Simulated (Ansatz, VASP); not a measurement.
## One calculation of BaTiO3, two programs

```
Ba Ti O
1.0
     4.04661    0.00000    0.00000
     0.00000    4.04661    0.00000
     0.00000    0.00000    4.04661
Ba Ti O
1 1 3
Direct
  0.50000 0.50000 0.50000
  0.00000 0.00000 0.00000
  0.50000 0.00000 0.00000
  0.00000 0.50000 0.00000
  0.00000 0.00000 0.50000
```

Alike in both runs: task single point; functional r2SCAN; k mesh 6 × 6 × 6; occupations gaussian, width 0.05 eV; no spin polarisation.

|  | VASP | Ansatz |
| --- | --- | --- |
| version | VASP 6.6.1 | Ansatz 0.2.0 |
| potentials or method | VASP PAW PBE potentials, release 64 (Ba_sv, Ti_sv, O), cutoff 520 eV | scalar-relativistic, plane waves, PAW |
| valence electrons in the cell | 40 | 40 |

```tsv
	VASP	Ansatz	Ansatz less VASP
gap on the k mesh at the Fermi level (eV)	2.05	2.07	+0.018
least direct gap on the mesh (eV)	2.24	2.22	-0.020
pressure (GPa)	-4.8	-6.5	-1.73
```

VASP's potentials were made for PBE, not for r2SCAN.

Spin-orbit coupling is off throughout.
